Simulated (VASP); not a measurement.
Write the native input for VASP 6.6.1 that does the following.

```yaml
Task: single point
Functional: PBEsol
Potentials_or_basis: VASP PAW PBE potentials, release 64 (Ru_pv)
Cutoff: 520 eV
k_mesh: 18 × 18 × 10
Occupations: fermi-dirac, width 0.15 eV
Spin: no spin polarisation
Dipole_correction: no
Further_INCAR_settings: ALGO = Normal; EDIFF = 1e-07; NBANDS = 21
```

The structure of Ru lies in POSCAR:

```
Ru
1.0
    2.6548030742      0.0000000000      0.0000000000
   -1.3274015371      2.2991269043      0.0000000000
    0.0000000000      0.0000000000      4.2005460564
Ru
2
Direct
    0.3333333333      0.6666666667      0.2500000000
    0.6666666667      0.3333333333      0.7500000000
```

These files were run (other wordings do the same):

INCAR

```
ALGO     = Normal         # electronic algorithm
EDIFF    = 1E-7           # SCF threshold, eV
ENCUT    = 520            # plane-wave cutoff, eV
GGA      = PS             # functional
ISIF     = 2              # what is computed and relaxed
ISMEAR   = -1             # smearing method
LASPH    = T              # aspherical terms in the spheres
LCHARG   = F              # write CHGCAR
LREAL    = F              # projectors in reciprocal space
LWAVE    = F              # write WAVECAR
NBANDS   = 21             # bands
NELM     = 60             # most SCF steps
PREC     = Accurate       # precision mode
SIGMA    = 0.15           # smearing width, eV
```

KPOINTS

```
k-points
0
Gamma
  18 18 10
```

Potentials or basis: VASP PAW PBE potentials, release 64 (Ru_pv).

The run is started by

```console
$ cat potpaw_PBE.64/Ru_pv/POTCAR > POTCAR
$ mpirun -np 1 vasp_std > vasp.out
```

It gave:

* Pressure: 15.0 GPa
* Band gap on the k mesh: zero (band 14 reaches 15.40 eV, above the bottom of band 15 at 11.98 eV)

Caveat: the PAW data sets were made with another functional, which shifts forces and pressure a little.

Run time: 35 s on 1 thread of Intel(R) Xeon(R) 6975P-C (Granite Rapids), on a shared host, peak memory 0.21 GiB.
